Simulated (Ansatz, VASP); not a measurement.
## Al5As in VASP and in Ansatz

INCAR

```
  PREC = Accurate
  ENCUT = 600
  EDIFF = 1E-6
  ISMEAR = 0
  SIGMA = 0.1
  LREAL = F
  LASPH = T
  NELM = 60
  ALGO = Fast
  ISIF = 3
  LWAVE = F
  LCHARG = F
  GGA = PE
  IBRION = 2
  NSW = 90
  EDIFFG = -0.04
```

Contents of KPOINTS:

```
Automatic mesh
0
Gamma
  4 4 4
```

The input POSCAR:

```
Al5As
1.0
    3.3324504100     -3.3731463000      0.0000000000
    3.3324504100      3.3731463000      0.0000000000
    0.0000000000      0.0000000000      5.2774352400
Al As
5 1
Direct
    0.0000000000      0.0000000000      0.0000000000
    0.3233465300      0.6766534700      0.2384991700
    0.6766534700      0.3233465300      0.2384991700
    0.3233465300      0.6766534700      0.7615008300
    0.6766534700      0.3233465300      0.7615008300
    0.0000000000      0.0000000000      0.5000000000
```

Input for Ansatz:

```yaml
crystal:
  lattice:
    - [3.33245041, -3.3731463, 0.0]
    - [3.33245041, 3.3731463, 0.0]
    - [0.0, 0.0, 5.27743524]
  atoms:
    - { symbol: Al, position: [0.0, 0.0, 0.0] }
    - { symbol: Al, position: [0.32334653, 0.67665347, 0.23849917] }
    - { symbol: Al, position: [0.67665347, 0.32334653, 0.23849917] }
    - { symbol: Al, position: [0.32334653, 0.67665347, 0.76150083] }
    - { symbol: Al, position: [0.67665347, 0.32334653, 0.76150083] }
    - { symbol: As, position: [0.0, 0.0, 0.5] }
basis:
  ecutwfc: 420
kpoints:
  mp_grid: { grid: [4, 4, 4] }
hamiltonian:
  xc: pbe
scf:
  occupations: { method: gaussian, width: 0.1 }
  lower_state_search: "off"
output:
  forces: true
  stress: true
  eigenvalues: true
relax:
  adjacent_minimum: "off"
  f_tol: 0.04
  max_steps: 70
  cell: { stress_tol: 0.4 }
```

Alike in both runs: task relaxation of cell and atoms; functional PBE; k mesh 4 × 4 × 4; occupations gaussian, width 0.1 eV; no spin polarisation.

```csv
,VASP,Ansatz
version,VASP 6.6.1,Ansatz 0.2.0
potentials or method,"VASP PAW PBE potentials, release 64 (Al, As), cutoff 600 eV","scalar-relativistic, plane waves, PAW"
valence electrons in the cell,20,30
```

|  | VASP | Ansatz | Ansatz less VASP |
| --- | --- | --- | --- |
| gap on the k mesh at the Fermi level, each at its own relaxed structure (eV) | none | none | - |
| relaxed volume (Å³/atom) | 18.16 | 18.14 | -0.027 |
| relaxed cell length with the largest relative difference (Å) | 4.768 | 4.776 | +0.0086 |

A gap of «none» marks a metal or a gap that the smearing closes. VASP's potentials hold 20 valence electrons a cell and Ansatz's 30, so a difference there can come from the potentials and not from the codes.

Noted on VASP's run: too few bands were computed for a metal, which touches its energy and stress.
